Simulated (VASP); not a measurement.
A run of VASP 6.6.1 is set up as follows.

Contents of POSCAR:

```
CaO
1.0
    0.0000000000      2.3975473904      2.3975473904
    2.3975473904      0.0000000000      2.3975473904
    2.3975473904      2.3975473904      0.0000000000
Ca O
1 1
Direct
    0.0000000000      0.0000000000      0.0000000000
    0.5000000000      0.5000000000      0.5000000000
```

File INCAR.step1:

```
PREC = Accurate ; ENCUT = 910
ISMEAR = 0 ; SIGMA = 0.01
LREAL = False ; LASPH = True
NELM = 120 ; NBANDS = 15
GGA = PE ; ALGO = Normal
EDIFF = 1E-5 ; LWAVE = True
LCHARG = False ; GGA_COMPAT = False
```

Contents of INCAR.step2:

```
PREC = Accurate ; ENCUT = 910
EDIFF = 1E-6 ; ISMEAR = 0
SIGMA = 0.01 ; LREAL = False
LASPH = True ; NELM = 120
ALGO = Normal ; ISIF = 2
LWAVE = False ; LCHARG = False
METAGGA = R2SCAN ; LMIXTAU = True
NBANDS = 15 ; ISTART = 1
GGA_COMPAT = False
```

The input KPOINTS:

```
regular mesh
0
Gamma
  8 8 8
```

Potentials or basis: VASP PAW PBE potentials, release 64 (Ca_sv, O_h).

Run with:

```sh
$ cat potpaw_PBE.64/Ca_sv/POTCAR potpaw_PBE.64/O_h/POTCAR > POTCAR
$ cp INCAR.step1 INCAR
$ mpirun -np 1 vasp_std > vasp.out
$ cp INCAR.step2 INCAR
$ mpirun -np 1 vasp_std > vasp.out
```

Problem. What does it give for the band gap on the k mesh?

Solution. 4.19 eV, indirect (least direct gap 4.56 eV).

Problem. What does it give for the pressure?

Solution. 0.9 GPa.

Caveat: the cutoff is under 1.25 times the usual one of these potentials, so pressure, stress and relaxed cells hold a basis-set (Pulay) error; the PAW data sets were made with another functional, which shifts forces and pressure a little. A k mesh can miss the band edges.
